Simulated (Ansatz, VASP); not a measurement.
Two plane-wave programs on BN

```
B N
1.0
     2.50643    0.00000    0.00000
    -1.25321    2.17063    0.00000
     0.00000    0.00000   21.61412
B N
3 3
Cartesian
  0.0000 1.4471 7.4581
  1.2532 0.7235 10.8071
  0.0000 1.4471 14.1560
  1.2532 0.7235 7.4556
  0.0000 1.4471 10.8071
  1.2532 0.7235 14.1585
```

Alike in both runs: functional PBE; dispersion D3(BJ); k mesh 12 × 12 × 1; occupations gaussian, width 0.05 eV; no spin polarisation.

Ansatz relaxed the structure, and its values are those at the end. VASP's run is a single point on that final structure, the one shown.

|  | VASP | Ansatz |
| --- | --- | --- |
| version | VASP 6.6.1 | Ansatz 0.2.0 |
| potentials or method | VASP PAW PBE potentials, release 64 (B, N), cutoff 520 eV | scalar-relativistic, plane waves, PAW |
| valence electrons in the cell | 24 | 24 |

|  | VASP | Ansatz | Ansatz less VASP |
| --- | --- | --- | --- |
| gap on the k mesh at the Fermi level (eV) | 4.37 | 4.37 | +0.007 |
| least direct gap on the mesh (eV) | 4.66 | 4.66 | +0.003 |
| rms of the force components (eV/Å) | 0.006 | 0.006 | 0.0000 |

Ansatz's warnings: xc potential rough in thin density.
